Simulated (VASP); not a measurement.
Here is a VASP 6.6.1 calculation.

Contents of INCAR:

```
SYSTEM = Zn
PREC     = Accurate       ! precision mode
ENCUT    = 520            ! plane-wave cutoff, eV
EDIFF    = 1E-6           ! SCF threshold, eV
ISMEAR   = -1             ! smearing method
SIGMA    = 0.06122561905347299 ! smearing width, eV
LREAL    = .FALSE.        ! projectors in reciprocal space
LASPH    = .TRUE.         ! aspherical terms in the spheres
NELM     = 100            ! most SCF steps
ALGO     = Normal         ! electronic algorithm
ISIF     = 2              ! what is computed and relaxed
LWAVE    = .FALSE.        ! write WAVECAR
LCHARG   = .FALSE.        ! write CHGCAR
GGA      = PE             ! functional
NBANDS   = 12             ! bands
```

Contents of KPOINTS:

```
Automatic mesh
0
G
  25 25 25
  0 0 0
```

The input POSCAR:

```
Zn
1.0
   -1.5862908941      1.5862908941      1.5862908941
    1.5862908941     -1.5862908941      1.5862908941
    1.5862908941      1.5862908941     -1.5862908941
Zn
1
Direct
    0.0000000000      0.0000000000      0.0000000000
```

Potentials or basis: VASP PAW PBE potentials, release 64 (Zn).

Launch:

```sh
$ cat potpaw_PBE.64/Zn/POTCAR > POTCAR
$ mpirun -np 1 vasp_std > vasp.out
```

**Question.** Predict the pressure.

**Answer.** -1.9 GPa.

**Question.** Predict the band gap on the k mesh.

**Answer.** Zero (bands 6 and 7 overlap by 4.82 eV).
